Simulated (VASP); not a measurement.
# TmH2W (P6/mmm) in VASP: further runs, part 2 of 2

VASP 6.6.1. The steps go on from the part before.

### Step 4. Relaxation of cell and atoms, PBE

This run uses another cell than the first one, of 14.90 Å³/atom.

Input file INCAR:

```
PREC = Accurate
ENCUT = 500
EDIFF = 1E-7
ISMEAR = 0
SIGMA = 0.1
LREAL = False
LASPH = True
NELM = 200
ALGO = Normal
ISIF = 3
LWAVE = False
LCHARG = False
GGA = PE
IBRION = 2
NSW = 90
EDIFFG = -0.04
GGA_COMPAT = False
NELMIN = 4
LMAXMIX = 6
```

Input file KPOINTS:

```
regular mesh
0
Gamma
  6 6 4
```

Input file POSCAR:

```
TmH2W
1.0
    3.3952116200      0.0000000000      0.0000000000
   -1.6976058100      2.9403395200      0.0000000000
    0.0000000000      0.0000000000      5.9687319300
Tm H W
1 2 1
Direct
    0.0000000000      0.0000000000      0.5000000000
    0.3333333300      0.6666666700      0.0000000000
    0.6666666700      0.3333333300      0.0000000000
    0.0000000000      0.0000000000      0.0000000000
```

Potentials or basis: VASP PAW PBE potentials, release 64 (Tm_3, H, W_sv), 4f in core.

Launch:

```bash
> cat potpaw_PBE.64/Tm_3/POTCAR potpaw_PBE.64/H/POTCAR potpaw_PBE.64/W_sv/POTCAR > POTCAR
> mpirun -np 1 vasp_std > vasp.out
```

OUTCAR:

```text
PREC = Accurate
   ENCUT = 500
   EDIFF = 1E-7
   ISMEAR = 0
   LREAL = False
   LASPH = True
   NELM = 200
   ISIF = 3
   GGA = PE
   IBRION = 2
   NSW = 90
   EDIFFG = -0.04
   NELMIN = 4

 ion  position               nearest neighbor table
   1  0.000  0.000  0.500-   4 2.98   4 2.98
   2  0.333  0.667  0.000-   4 1.96   4 1.96   4 1.96
   3  0.667  0.333  0.000-   4 1.96   4 1.96   4 1.96
   4  0.000  0.000  0.000-   2 1.96   3 1.96   3 1.96   2 1.96   3 1.96   2 1.96   1 2.98   1 2.98

  LATTYP: Found a hexagonal cell.
 ALAT       =     3.3952116200
 C/A-ratio  =     1.7579852445

  Lattice vectors:

[... 185 lines left out ...]
  Direction    XX          YY          ZZ          XY          YZ          ZX
  --------------------------------------------------------------------------------------
  -------------------------------------------------------------------------------------
  Total       -4.5958322     -4.5958322     -0.6240431      0.0000000      0.0000000     -0.0000000
  in kB     -123.5743520   -123.5743524    -16.7794901      0.0000000      0.0000000     -0.0000000
  external PRESSURE =     -87.9760648 kB  Pullay stress =       0.0000000 kB
[... 177 lines left out ...]
--------------------------------------- Ionic step        6  -------------------------------------------

 number of electron      25.0000000 magnetization

 Free energy of the ion-electron system (eV)
  ---------------------------------------------------
  ext. energy  EPLUGINS =         0.00000000
  ---------------------------------------------------
  free energy    TOTEN  =       -21.86472828 eV

  energy without entropy =      -21.83951500  energy(sigma->0) =      -21.85212164

 E-fermi :   5.1384     XC(G=0): -10.8595

 val. band max:        5.1019022753   @ k =   0.1667   0.1667   0.0000
 cond. band min:       5.1581931274   @ k =   0.0000   0.0000   0.0000
 fundamental gap:      0.0562908521
 Fermi energy:         5.1383895099

 k-point     1 :       0.0000    0.0000    0.0000
  band No.  band energies     occupation
      1     -69.3121      2.00000
      2     -33.5707      2.00000
      3     -33.5707      2.00000
      4     -33.2482      2.00000
      5     -20.0040      2.00000
      6     -19.6229      2.00000
[... 419 lines left out ...]
  FREE ENERGIE OF THE ION-ELECTRON SYSTEM (eV)
  ---------------------------------------------------
  free  energy   TOTEN  =       -21.8647282799 eV

  energy  without entropy=      -21.8395149976  energy(sigma->0) =      -21.85212164

 reached required accuracy - stopping structural energy minimisation
```

OSZICAR:

```text
N       E                     dE             d eps       ncg     rms          rms(c)
DAV:   1     0.175910406521E+03    0.17591E+03   -0.12018E+04   672   0.149E+03
DAV:   2    -0.133792484871E+02   -0.18929E+03   -0.18790E+03   808   0.465E+02
DAV:   3    -0.227014572547E+02   -0.93222E+01   -0.89636E+01   968   0.802E+01
[... 69 lines left out ...]
DAV:   5    -0.218647389907E+02    0.40544E-04   -0.29380E-04   968   0.139E-01    0.815E-02
DAV:   6    -0.218647317610E+02    0.72297E-05   -0.93402E-05   920   0.608E-02    0.161E-02
DAV:   7    -0.218647281271E+02    0.36339E-05   -0.19948E-05   808   0.293E-02    0.329E-03
DAV:   8    -0.218647282091E+02   -0.81994E-07   -0.10746E-06   896   0.831E-03    0.167E-03
DAV:   9    -0.218647282799E+02   -0.70807E-07   -0.16284E-07   392   0.273E-03
   6 F= -.21864728E+02 E0= -.21852122E+02  d E =-.325092E-02
```

Run time: 65 s. Hardware: 1 thread of Intel Xeon 6975P-C (Granite Rapids), shared host; peak memory 0.21 GiB.

What came out:

| Quantity | Value |
| --- | --- |
| Free energy | -21.8647 eV |
| Relaxed volume | 13.58 Å³/atom |
| Relaxed cell | a = 3.233 Å, b = 3.233 Å, c = 6.001 Å, α = 90.00°, β = 90.00°, γ = 120.00° |
| Space group after relaxing (to 0.1 Å) | P6/mmm (No. 191) |
| Energy gained by relaxing | 60.0 meV/atom |
| Ionic steps | 6 |
| Pressure after relaxing | -0.1 GPa |
| Band gap on the k mesh | zero (an odd number of electrons rules out a gap without spin polarisation) |

Step by step:
```tsv
step	energy change (eV)	largest force (eV/Å)	pressure (GPa)	volume (Å³)
1	0.0000	0.0000	-8.80	59.59
2	-0.2277	0.0000	2.76	52.76
3	-0.2367	0.0000	0.54	53.75
4	-0.2366	0.0000	0.31	53.86
5	-0.2394	0.0000	0.07	54.12
6	-0.2399	0.0000	-0.13	54.32
```

Final structure:
```yaml
crystal:
  lattice:
    - [3.23294, 0.00000, 0.00000]
    - [-1.61647, 2.79981, 0.00000]
    - [0.00000, 0.00000, 6.00089]
  atoms:
    - { symbol: Tm, position: [0.00000, 0.00000, 0.50000] }
    - { symbol: H, position: [0.33333, 0.66667, 0.00000] }
    - { symbol: H, position: [0.66667, 0.33333, 0.00000] }
    - { symbol: W, position: [0.00000, 0.00000, 0.00000] }
```

Caveat: spin-orbit coupling is left out, which moves the levels of the heavy elements; the 4f electrons are frozen in the core, so they carry no moment and show no levels. Spin polarisation is off, so any magnetic state and its effect on volume and gap are missing.

### Step 5. Single point, PBE

This run uses another cell than the first one, of 13.35 Å³/atom.

Input file INCAR:

```
SYSTEM = TmH2W
PREC     = Accurate       ! precision mode
ENCUT    = 500            ! plane-wave cutoff, eV
EDIFF    = 1E-6           ! SCF threshold, eV
ISMEAR   = 0              ! smearing method
SIGMA    = 0.1            ! smearing width, eV
LREAL    = .FALSE.        ! projectors in reciprocal space
LASPH    = .TRUE.         ! aspherical terms in the spheres
NELM     = 200            ! most SCF steps
ALGO     = Normal         ! electronic algorithm
ISIF     = 2              ! what is computed and relaxed
LWAVE    = .FALSE.        ! write WAVECAR
LCHARG   = .FALSE.        ! write CHGCAR
GGA      = PE             ! functional
NBANDS   = 20             ! bands
GGA_COMPAT= .FALSE.      
LMAXMIX  = 6              ! l up to which the mixer works
```

Input file KPOINTS:

```
Automatic mesh
0
G
  18 18 8
  0 0 0
```

Input file POSCAR:

```
TmH2W
1.0
    3.2241452670      0.0000000000      0.0000000000
   -1.6120726335      2.7921917067      0.0000000000
    0.0000000000      0.0000000000      5.9316318087
Tm H W
1 2 1
Direct
    0.0000000000      0.0000000000      0.5000000000
    0.3333333333      0.6666666667      0.0000000000
    0.6666666667      0.3333333333      0.0000000000
    0.0000000000      0.0000000000      0.0000000000
```

Launch:

```bash
> cat potpaw_PBE.64/Tm_3/POTCAR potpaw_PBE.64/H/POTCAR potpaw_PBE.64/W_sv/POTCAR > POTCAR
> mpirun -np 1 vasp_std > vasp.out
```

Run time: 65 s. Hardware: 1 thread of Intel Xeon 6975P-C (Granite Rapids), shared host; peak memory 0.33 GiB.

Results (log left out):

```
Free energy            : -21.9591 eV
Pressure               : 0.4 GPa
Band gap on the k mesh : zero (an odd number of electrons rules out a gap without spin polarisation)
```

Stress tensor (GPa, compression positive):
```
0.43 0.00 0.00
0.00 0.43 0.00
0.00 0.00 0.27
```

Levels at points of the mesh, in eV from the Fermi level:
| k point | band 11 | band 12 | band 13 | band 14 | band 15 | band 16 |
| --- | --- | --- | --- | --- | --- | --- |
| (0.00, 0.00, 0.00) | -2.02 | -1.92 | -0.93 | -0.02 | 0.84 | 0.84 |
| (0.50, 0.00, 0.00) | -2.42 | -1.02 | 0.04 | 1.72 | 2.32 | 2.79 |
| (0.00, 0.00, 0.50) | -2.01 | -1.91 | -0.31 | -0.02 | 1.08 | 1.08 |
| (0.50, 0.00, 0.50) | -1.75 | -0.36 | 0.37 | 0.37 | 1.65 | 1.72 |

Caveat: spin-orbit coupling is left out, which moves the levels of the heavy elements; the 4f electrons are frozen in the core, so they carry no moment and show no levels. Spin polarisation is off, so any magnetic state and its effect on volume and gap are missing.

### Step 6. Relaxation of cell and atoms, PBE

Input file INCAR:

```
SYSTEM = TmH2W
  PREC = Accurate
  ENCUT = 500
  EDIFF = 1E-7
  ISMEAR = 0
  SIGMA = 0.1
  LREAL = .False.
  LASPH = .True.
  NELM = 200
  ALGO = Normal
  ISIF = 3
  LWAVE = .False.
  LCHARG = .False.
  GGA = PE
  IBRION = 2
  NSW = 100
  EDIFFG = -0.01
  GGA_COMPAT = .False.
  NELMIN = 4
  LMAXMIX = 6
```

Input file KPOINTS:

```
regular mesh
0
Gamma
  18 18 8
  0 0 0
```

Input file POSCAR:

```
TmH2W
1.0
    3.2272154274      0.0000000000      0.0000000000
   -1.6136077137      2.7948505436      0.0000000000
    0.0000000000      0.0000000000      5.9966423527
Tm H W
1 2 1
Direct
    0.0000000000      0.0000000000      0.5000000000
    0.3333333333      0.6666666667      0.0000000000
    0.6666666667      0.3333333333      0.0000000000
    0.0000000000      0.0000000000      0.0000000000
```

Potentials or basis: VASP PAW PBE potentials, release 64 (Tm_3, H, W_sv), 4f in core.

Launch:

```bash
> cat potpaw_PBE.64/Tm_3/POTCAR potpaw_PBE.64/H/POTCAR potpaw_PBE.64/W_sv/POTCAR > POTCAR
> mpirun -np 1 vasp_std > vasp.out
```

Wall time 2.7 min (1 thread of Intel Xeon 6975P-C (Granite Rapids), shared host); peak memory 0.32 GiB.

The run converged. Its results:

```yaml
Free_energy: -21.9599 eV
Relaxed_volume: 13.40 Å³/atom
Relaxed_cell: a = 3.229 Å, b = 3.229 Å, c = 5.938 Å, α = 90.00°, β = 90.00°, γ = 120.00°
Space_group_after_relaxing_to_0.1_Å: P6/mmm (No. 191)
Energy_gained_by_relaxing: 0.7 meV/atom
Ionic_steps: 5
Pressure_after_relaxing: 0.0 GPa
Band_gap_on_the_k_mesh: zero (an odd number of electrons rules out a gap without spin polarisation)
```

Stress tensor (GPa, compression positive):
```
-0.07  0.00  0.00
 0.00 -0.07  0.00
 0.00  0.00  0.03
```

The path:
| step | energy change (eV) | largest force (eV/Å) | pressure (GPa) | volume (Å³) |
| --- | --- | --- | --- | --- |
| 1 | 0.0000 | 0.0000 | -0.62 | 54.09 |
| 2 | -0.0027 | 0.0000 | -0.07 | 53.68 |
| 3 | -0.0028 | 0.0000 | 0.11 | 53.55 |
| 4 | -0.0028 | 0.0000 | 0.12 | 53.54 |
| 5 | -0.0029 | 0.0000 | -0.04 | 53.61 |

Final structure:
```cif
data_structure
_symmetry_space_group_name_H-M 'P 1'
_symmetry_Int_Tables_number 1
_cell_length_a 3.2288
_cell_length_b 3.2288
_cell_length_c 5.9379
_cell_angle_alpha 90.000
_cell_angle_beta 90.000
_cell_angle_gamma 120.000
_cell_volume 53.61
loop_
_atom_site_label
_atom_site_type_symbol
_atom_site_fract_x
_atom_site_fract_y
_atom_site_fract_z
_atom_site_occupancy
Tm1 Tm 0.00000 0.00000 0.50000 1
H1 H 0.33333 0.66667 0.00000 1
H2 H 0.66667 0.33333 0.00000 1
W1 W 0.00000 0.00000 0.00000 1
```

Levels at points of the mesh, in eV from the Fermi level:
| k point | band 10 | band 11 | band 12 | band 13 | band 14 | band 15 | band 16 |
| --- | --- | --- | --- | --- | --- | --- | --- |
| (0.00, 0.00, 0.00) | -2.01 | -2.01 | -1.91 | -0.92 | -0.02 | 0.83 | 0.83 |
| (0.50, 0.00, 0.00) | -3.41 | -2.42 | -1.01 | 0.04 | 1.70 | 2.32 | 2.77 |
| (0.00, 0.00, 0.50) | -2.00 | -2.00 | -1.90 | -0.30 | -0.02 | 1.07 | 1.07 |
| (0.50, 0.00, 0.50) | -2.77 | -1.74 | -0.36 | 0.37 | 0.38 | 1.65 | 1.71 |

Caveat: spin-orbit coupling is left out, which moves the levels of the heavy elements; the 4f electrons are frozen in the core, so they carry no moment and show no levels. Spin polarisation is off, so any magnetic state and its effect on volume and gap are missing.

### Step 7. The runs side by side

| task | cell | k mesh | gap on the mesh (eV) | pressure (GPa) | relaxed volume (Å³/atom) |
| --- | --- | --- | --- | --- | --- |
| single point | a = 3.227, b = 3.227, c = 5.997 Å, angles 90.0, 90.0, 120.0°, 4 atoms | 6 × 6 × 4 | none | 0.3 | - |
| single point | a = 3.395, b = 3.395, c = 5.969 Å, angles 90.0, 90.0, 120.0°, 4 atoms | 6 × 6 × 4 | none | -8.8 | - |
| relaxation of cell and atoms | relaxed from a = 3.395, b = 3.395, c = 5.969 Å, angles 90.0, 90.0, 120.0°, 4 atoms | 6 × 6 × 4 | none | -0.1 | 13.58 |
| single point | a = 3.224, b = 3.224, c = 5.932 Å, angles 90.0, 90.0, 120.0°, 4 atoms | 18 × 18 × 8 | none | 0.4 | - |
| relaxation of cell and atoms | relaxed from a = 3.227, b = 3.227, c = 5.997 Å, angles 90.0, 90.0, 120.0°, 4 atoms | 18 × 18 × 8 | none | 0.0 | 13.40 |

Alike in all rows: level PBE; potentials or basis VASP PAW PBE potentials, release 64 (Tm_3, H, W_sv), 4f in core; no spin polarisation; cutoff (eV) 500; smearing gaussian 0.1 eV.

Caveats: some runs use coarse meshes; spin-orbit coupling is left out, which moves the levels of the heavy elements; the 4f electrons are frozen in the core, so they carry no moment and show no levels; the cell stands under tension (at least some runs).

Absolute energies hang on the potentials; compare differences alone.
